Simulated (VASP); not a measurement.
# Ag in VASP: a series of runs, part 2 of 2

VASP 6.6.1. Earlier steps stand in the parts before.

## Step 6: Single point, LDA (volume scaled by 1.02)

Input file INCAR:

```
SYSTEM = Ag
PREC = Accurate
ENCUT = 520
EDIFF = 1E-7
ISMEAR = -1
SIGMA = 0.05
LREAL = .FALSE.
LASPH = .TRUE.
NELM = 100
ALGO = Normal
ISIF = 2
LWAVE = .FALSE.
LCHARG = .TRUE.
GGA = CA
LELF = .TRUE.
LVHAR = .TRUE.
NBANDS = 12
```

Input file KPOINTS:

```
Automatic mesh
0
G
  15 15 15
  0 0 0
```

Input file POSCAR:

```
Ag
1.0
    0.0000000000      2.0566308579      2.0566308579
    2.0566308579      0.0000000000      2.0566308579
    2.0566308579      2.0566308579      0.0000000000
Ag
1
Direct
    0.0000000000      0.0000000000      0.0000000000
```

Potentials or basis: VASP PAW LDA potentials, release 64 (Ag).

Started as:

```sh
> cat potpaw_LDA.64/Ag/POTCAR > POTCAR
> mpirun -np 1 vasp_std > vasp.out
```

OUTCAR:

```text
SYSTEM = Ag
   PREC = Accurate
   ENCUT = 520
   EDIFF = 1E-7
   ISMEAR = -1
   LREAL = .FALSE.
   LASPH = .TRUE.
   NELM = 100
   ISIF = 2
   GGA = CA

 ion  position               nearest neighbor table
   1  0.000  0.000  0.000-

  LATTYP: Found a face centered cubic cell.
 ALAT       =     4.1132617158

  Lattice vectors:

 A1 = (   0.0000000000,   2.0566308579,   2.0566308579)
 A2 = (   2.0566308579,   0.0000000000,   2.0566308579)
 A3 = (   2.0566308579,   2.0566308579,   0.0000000000)

Analysis of symmetry for initial positions (statically):
=====================================================================
 Subroutine PRICEL returns:
 Original cell was already a primitive cell.

 Routine SETGRP: Setting up the symmetry group for a
 face centered cubic supercell.

 Subroutine GETGRP returns: Found 48 space group operations
[... 9 lines left out ...]

 Routine SETGRP: Setting up the symmetry group for a
 face centered cubic supercell.

 Subroutine GETGRP returns: Found 48 space group operations
[... 11 lines left out ...]
                                     Primitive cell

  volume of cell :      17.3980

  direct lattice vectors                    reciprocal lattice vectors
     0.000000000  2.056630858  2.056630858    -0.243116064  0.243116064  0.243116064
     2.056630858  0.000000000  2.056630858     0.243116064 -0.243116064  0.243116064
     2.056630858  2.056630858  0.000000000     0.243116064  0.243116064 -0.243116064

  length of vectors
     2.908515252  2.908515252  2.908515252     0.421089376  0.421089376  0.421089376

  position of ions in fractional coordinates (direct lattice)
     0.000000000  0.000000000  0.000000000

  ion indices of the primitive-cell ions
   primitive index   ion index
                 1           1

----------------------------------------------------------------------------------------

 KPOINTS: Automatic mesh
[... 85 lines left out ...]
   IALGO  =     38    algorithm
   IMIX   =      4    mixing-type and parameters
     AMIX     =   0.40;   BMIX     =  1.00
     AMIX_MAG =   1.60;   BMIX_MAG =  1.00
  volume/ion in A,a.u.               =      17.40       117.41
  Fermi-wavevector in a.u.,A,eV,Ry     =   1.405096  2.655247 26.861917  1.974295
  Thomas-Fermi vector in A             =   2.527592
   LORBIT       =      0    0 simple, 1 ext, 2 COOP (PROOUT), +10 PAW based schemes
   GGA     = CA    functional components
   LHFCALC =     F    Hartree Fock is set to
   AEXX    =    0.0000 exact exchange contribution
   IVDW    =     0    specifies the selected vdW correction
   LEPSILON=     F    determine dielectric tensor
   LRPA    =     F    only Hartree local field effects (RPA)
 non-spin polarized calculation
  energy-cutoff  :      520.00
  volume of cell :       17.40
 maximum number of plane-waves:       489
 NGX is ok and might be reduce to    24
   NGX = 11   NGY = 11   NGZ = 11

 number of electron      10.9999999 magnetization

 Free energy of the ion-electron system (eV)
  ---------------------------------------------------
  ext. energy  EPLUGINS =         0.00000000
  ---------------------------------------------------
  free energy    TOTEN  =        -3.73869009 eV

  energy without entropy =       -3.73519688  energy(sigma->0) =       -3.73694349

 E-fermi :   7.9864     XC(G=0): -12.4657

 val. band max:        7.9823078286   @ k =  -0.3333   0.2000   0.0000
 cond. band min:       8.0247796388   @ k =  -0.2667   0.2667   0.0667
 fundamental gap:      0.0424718102
 Fermi energy:         7.9864186815

 k-point     1 :       0.0000    0.0000    0.0000
  band No.  band energies     occupation
      1       0.1852      2.00000
      2       3.1610      2.00000
      3       3.1610      2.00000
      4       3.1610      2.00000
      5       4.1781      2.00000
      6       4.1781      2.00000
      7      23.8442      0.00000
      8      27.2235      0.00000
      9      27.2235      0.00000
     10      27.2235      0.00000
     11      32.1964      0.00000
     12      33.0412      0.00000
[... 331 lines left out ...]
 k-point    24 :       0.2000    0.1333    0.0000
  band No.  band energies     occupation
      1       1.3072      2.00000
      2       2.7782      2.00000
      3       3.5132      2.00000
      4       3.5454      2.00000
      5       3.9355      2.00000
      6       4.3643      2.00000
      7      22.7731      0.00000
      8      24.4468      0.00000
      9      24.6557      0.00000
     10      26.2573      0.00000
     11      29.5111      0.00000
     12      32.8553      0.00000

 [... further k-points ...]
[... 5 lines left out ...]
  --------------------------------------------------------------------------------------
  -------------------------------------------------------------------------------------
  Total       -0.9838152     -0.9838152     -0.9838152     -0.0000000      0.0000000     -0.0000000
  in kB      -90.5993447    -90.5993447    -90.5993447     -0.0000000      0.0000000     -0.0000000
  external PRESSURE =     -90.5993447 kB  Pullay stress =       0.0000000 kB

 VOLUME and BASIS-vectors are now :
 -----------------------------------------------------------------------------
  energy-cutoff  :      520.00
  volume of cell :       17.40
      direct lattice vectors                 reciprocal lattice vectors
     0.000000000  2.056630858  2.056630858    -0.243116064  0.243116064  0.243116064
     2.056630858  0.000000000  2.056630858     0.243116064 -0.243116064  0.243116064
     2.056630858  2.056630858  0.000000000     0.243116064  0.243116064 -0.243116064

 POSITION                                       TOTAL-FORCE (eV/Angst)
 -----------------------------------------------------------------------------------
      0.00000      0.00000      0.00000         0.000000      0.000000     -0.000000
 -----------------------------------------------------------------------------------
    total drift:                               -0.000000      0.000000     -0.000000

  FREE ENERGIE OF THE ION-ELECTRON SYSTEM (eV)
  ---------------------------------------------------
  free  energy   TOTEN  =        -3.7386900914 eV

  energy  without entropy=       -3.7351968813  energy(sigma->0) =       -3.73694349
```

OSZICAR:

```text
N       E                     dE             d eps       ncg     rms          rms(c)
DAV:   1     0.518584574117E+02    0.51858E+02   -0.54810E+03  2888   0.827E+02
DAV:   2    -0.320730834055E+01   -0.55066E+02   -0.52059E+02  3348   0.194E+02
DAV:   3    -0.404660198591E+01   -0.83929E+00   -0.83883E+00  3388   0.253E+01
DAV:   4    -0.404911400892E+01   -0.25120E-02   -0.25119E-02  3348   0.145E+00
DAV:   5    -0.404913424394E+01   -0.20235E-04   -0.20235E-04  3384   0.116E-01    0.520E+00
DAV:   6    -0.375234099150E+01    0.29679E+00   -0.12530E+00  3100   0.980E+00    0.331E+00
DAV:   7    -0.374299888403E+01    0.93421E-02   -0.65132E-03  3336   0.794E-01    0.187E+00
DAV:   8    -0.373868038678E+01    0.43185E-02   -0.82738E-04  3320   0.218E-01    0.606E-02
DAV:   9    -0.373869067152E+01   -0.10285E-04   -0.71212E-06  3384   0.170E-02    0.134E-02
DAV:  10    -0.373869010466E+01    0.56686E-06   -0.16013E-06  3384   0.100E-02    0.182E-03
DAV:  11    -0.373869009138E+01    0.13280E-07   -0.29293E-08  2096   0.128E-03
   1 F= -.37386901E+01 E0= -.37369435E+01  d E =-.349321E-02
```

Wall time 30 s (1 thread of AMD EPYC 7R13 (Zen 3), shared host); peak memory 0.11 GiB.

Results:

| Item | Value |
| --- | --- |
| Free energy | -3.7387 eV |
| Pressure | -9.1 GPa |

## Step 7: The runs side by side

| cell | gap on the mesh (eV) | pressure (GPa) |
| --- | --- | --- |
| a = 2.904, b = 2.904, c = 2.918 Å, angles 59.8, 59.8, 60.3°, 1 atom | none | -9.1 |
| a = 2.933, b = 2.933, c = 2.976 Å, angles 59.5, 59.5, 61.0°, 1 atom | none | -11.9 |
| a = 2.850 Å, angles 60.0°, 1 atom | none | -2.9 |
| a = 2.880 Å, angles 60.0°, 1 atom | none | -6.3 |
| a = 2.909 Å, angles 60.0°, 1 atom | none | -9.1 |

Alike in all rows: task single point; level LDA; potentials or basis VASP PAW LDA potentials, release 64 (Ag); no spin polarisation; k mesh 15 × 15 × 15; cutoff (eV) 520; smearing fermi-dirac 0.05 eV.

Total energies depend on the potentials used, so only differences within one code and one set of settings carry meaning.
